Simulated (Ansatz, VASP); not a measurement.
## One calculation of CsI, two programs

```
CELL_PARAMETERS angstrom
4.56670 -0.02283 -0.02283
-0.02283 4.56670 -0.02283
-0.02283 -0.02283 4.56670
ATOMIC_POSITIONS crystal
Cs 0.00000 0.00000 0.00000
I 0.50000 0.50000 0.50000
```

Change from the starting cell: equal xy, yz and zx shear strains of -1 %, crystal datasets.

Alike in both runs: task electric field gradients; functional LDA; k mesh 7 × 7 × 7; occupations fermi-dirac, width 0.01 eV; no spin polarisation.

|  | VASP | Ansatz |
| --- | --- | --- |
| version | VASP 6.6.1 | Ansatz 0.2.0 |
| potentials or method | VASP PAW LDA potentials, release 64 (Cs_sv, I), cutoff 400 eV | all-electron PAW with datasets made for the crystal, scalar-relativistic |

VASP gave:

| Property | Result |
| --- | --- |
| gap on the k mesh at the Fermi level (eV) | 3.56 |
| pressure (GPa) | -1.4 |
| traceless stress, the component that is largest in VASP (GPa) | 0.05 |
| size of Vzz on the site where it differs most (V/Å²) | 6.3 |

Question: Which values does Ansatz return?

Answer: gap on the k mesh at the Fermi level (eV): 3.55; pressure (GPa): -1.4; traceless stress, the component that is largest in VASP (GPa): 0.05; size of Vzz on the site where it differs most (V/Å²): 6.4.

LDA's correlation is that of Perdew and Zunger in VASP and of Perdew and Wang (1992) in Ansatz. Ansatz ran all-electron here, and VASP with PAW potentials.

Neither program's run includes spin-orbit coupling.
